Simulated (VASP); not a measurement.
## HfIn4SiO6: single point with PBE

HfIn4SiO6:

```xyz
12
Lattice="2.6976 -4.6720 0.0083 2.6976 4.6720 0.0083 -1.8665 0.0000 7.3516" Properties=species:S:1:pos:R:3 pbc="T T T"
Hf    2.6976   -2.6943    0.0083
In    1.7644   -1.1376    3.6841
In    2.6976    0.4203    0.0083
In    1.7644    2.0177    3.6841
In    1.7644   -4.2809    3.6841
Si    2.6976    3.5350    0.0083
O    -1.1420    0.2428    6.3728
O     4.6707    0.2428    0.9954
O     1.9776   -1.2010    6.3821
O     1.5511   -1.2010    0.9860
O     1.8615    2.2205    0.9867
O     1.6672    2.2205    6.3815
```

This cell differs from its parent crystal: volume scaled by 0.98.

- Program: VASP 6.6.1
- Task: single point
- Functional: PBE
- Potentials or basis: VASP PAW PBE potentials, release 64 (Hf_pv, In_d, Si, O)
- Cutoff: 520 eV
- k mesh: 4 × 4 × 3
- Occupations: fermi-dirac, width 0.05 eV
- Spin: no spin polarisation

The pressure is 1.7 GPa and the largest force is 0.224 eV/Å. The band gap on the k mesh is zero (band 51 reaches 8.11 eV, above the bottom of band 52 at 6.90 eV).

Forces in eV/Å, atoms in the order of the input:
```
Hf   0.000  0.007  0.000
In   0.000  0.046  0.000
In   0.000  0.008  0.000
In   0.000 -0.104  0.000
In   0.000  0.056  0.000
Si   0.000  0.003  0.000
O   -0.050  0.084 -0.195
O    0.050  0.084  0.195
O   -0.065 -0.102 -0.188
O    0.065 -0.102  0.188
O   -0.109  0.009  0.185
O    0.109  0.009 -0.185
```

Stress tensor (GPa, compression positive):
```
1.82 0.00 0.03
0.00 1.83 0.00
0.03 0.00 1.47
```

Levels at points of the mesh, in eV from the Fermi level:
```
           k point  band 49  band 50  band 51  band 52  band 53  band 54
(0.00, 0.00, 0.00)    -0.90    -0.69    -0.48    -0.36    -0.18    -0.14
(0.50, 0.00, 0.00)    -3.52    -2.45    -2.04     1.13     1.45     1.83
(0.50, 0.50, 0.00)    -3.66    -2.37    -1.84     1.21     1.52     1.61
```

It took 3.7 min on 1 thread of Oxide Virtual Turin-like Processor, on a shared host, peak memory 0.35 GiB.

Caveat: spin-orbit coupling is left out, which moves the levels of the heavy elements.
